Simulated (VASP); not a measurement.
Set up this calculation in VASP 6.6.1, as the native input.

```yaml
Task: single point
Functional: PBE
Potentials_or_basis: VASP PAW PBE potentials, release 64 (Zr_sv)
Cutoff: 520 eV
k_mesh: 10 × 10 × 10
Occupations: fermi-dirac, width 0.05 eV
Spin: no spin polarisation
Dipole_correction: no
Further_INCAR_settings: ALGO = Fast; EDIFF = 1e-07; NBANDS = 12
```

The structure of Zr lies in POSCAR:

```
Zr
1.0
   -1.8100000000      1.8100000000      1.8100000000
    1.8100000000     -1.8100000000      1.8100000000
    1.8100000000      1.8100000000     -1.8100000000
Zr
1
Direct
    0.0000000000      0.0000000000      0.0000000000
```

These files were run (other wordings do the same):

INCAR

```
SYSTEM = Zr
ALGO = Fast
EDIFF = 1E-7
ENCUT = 520
GGA = PE
ISIF = 2
ISMEAR = -1
LASPH = .True.
LCHARG = .True.
LELF = .True.
LREAL = .False.
LVHAR = .True.
LWAVE = .False.
NBANDS = 12
NELM = 60
PREC = Accurate
SIGMA = 0.05
```

KPOINTS

```
k-points
0
Gamma
  10 10 10
  0 0 0
```

Potentials or basis: VASP PAW PBE potentials, release 64 (Zr_sv).

The run is started by

```bash
$ cat potpaw_PBE.64/Zr_sv/POTCAR > POTCAR
$ mpirun -np 1 vasp_std > vasp.out
```

Results of the run:

```yaml
Pressure: -3.3 GPa
Band_gap_on_the_k_mesh: zero (band 6 reaches 9.62 eV, above the bottom of band 7 at 7.83 eV)
```

Wall time 34 s on 1 thread of AMD EPYC 7R43 64-Core Processor (Zen 3), with other jobs on the host, peak memory 0.1 GiB.
